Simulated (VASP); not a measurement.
Wanted: the native input for a VASP 6.6.1 run.

```yaml
Task: single point
Functional: PBEsol
Potentials_or_basis: VASP PAW PBE potentials, release 64 (Co)
Cutoff: 520 eV
k_mesh: 24 × 24 × 12
Occupations: gaussian, width 0.15 eV
Spin: collinear spin, ferromagnetic start
Starting_moments: "[1.94, 1.94] μB"
Dipole_correction: no
Further_INCAR_settings: ALGO = Normal; EDIFF = 1e-07; NBANDS = 20
```

The structure of Co lies in POSCAR:

```
Co
1.0
    2.5190008694      0.0000000000      0.0000000000
   -1.2595004347      2.1815187451      0.0000000000
    0.0000000000      0.0000000000      4.4182800000
Co
2
Direct
    0.3333333333      0.6666666667      0.2500000000
    0.6666666667      0.3333333333      0.7500000000
```

This cell differs from its parent crystal: strain +0.000 along x and y, +0.080 along z.

One way to write it, as run:

INCAR

```
SYSTEM = Co
PREC = Accurate
ENCUT = 520
EDIFF = 1E-7
ISMEAR = 0
SIGMA = 0.15
LREAL = .FALSE.
LASPH = .TRUE.
NELM = 150
ALGO = Normal
ISIF = 2
LWAVE = .FALSE.
LCHARG = .FALSE.
ISPIN = 2
MAGMOM = 1.94 1.94
LORBIT = 11
LMAXMIX = 4
GGA = PS
NBANDS = 20
```

KPOINTS

```
Automatic mesh
0
G
  24 24 12
  0 0 0
```

Potentials or basis: VASP PAW PBE potentials, release 64 (Co).

Run with:

```console
$ cat potpaw_PBE.64/Co/POTCAR > POTCAR
$ mpirun -np 1 vasp_std > vasp.out
```

Results of the run:

```json
{
 "Pressure": "-25.2 GPa",
 "Net moment": "3.41 μB per cell",
 "Site moments": "Co +1.74 μB",
 "Valence electrons inside the program's atomic spheres": "Co 8.08"
}
```

Caveat: the cell differs from its parent crystal (strain +0.000 along x and y, +0.080 along z); the cell stands under tension; the PAW data sets were made with another functional, which shifts forces and pressure a little.

Run time: 2.8 min on 1 thread of Intel(R) Xeon(R) 6975P-C (Granite Rapids) (shared host), peak memory 0.38 GiB.
